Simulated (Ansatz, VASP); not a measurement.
## One calculation of Ni, two programs

```xyz
1
Lattice="-0.0176 1.7531 1.7531 1.7531 -0.0176 1.7531 1.7531 1.7531 -0.0176" Properties=species:S:1:pos:R:3 pbc="T T T"
Ni    0.0000    0.0000    0.0000
```

Alike in both runs: task single point; functional LDA; k mesh 17 × 17 × 17; collinear spin.

```csv
,VASP,Ansatz
version,VASP 6.6.1,Ansatz 0.2.0
potentials or method,"VASP PAW LDA potentials, release 64 (Ni), cutoff 520 eV","plane waves, PAW"
occupations,"methfessel-paxton of order 1, width 0.1 eV","cold, width 0.1 eV"
valence electrons in the cell,10,18
```

```tsv
	VASP	Ansatz	Ansatz less VASP
pressure (GPa)	-17.6	-17.6	-0.05
traceless stress, the component that is largest in VASP (GPa)	1.13	1.18	+0.059
net moment per atom (μB)	0.64	0.67	+0.026
size of the moment on the site where the two differ most (μB)	0.65	0.70	+0.051
```

LDA's correlation is that of Perdew and Zunger in VASP and of Perdew and Wang (1992) in Ansatz. Site moments also hang on the region over which each program counts them. VASP's potentials hold 10 valence electrons a cell and Ansatz's 18, so a difference there can come from the potentials and not from the codes. Ansatz's warnings: stability check not made.
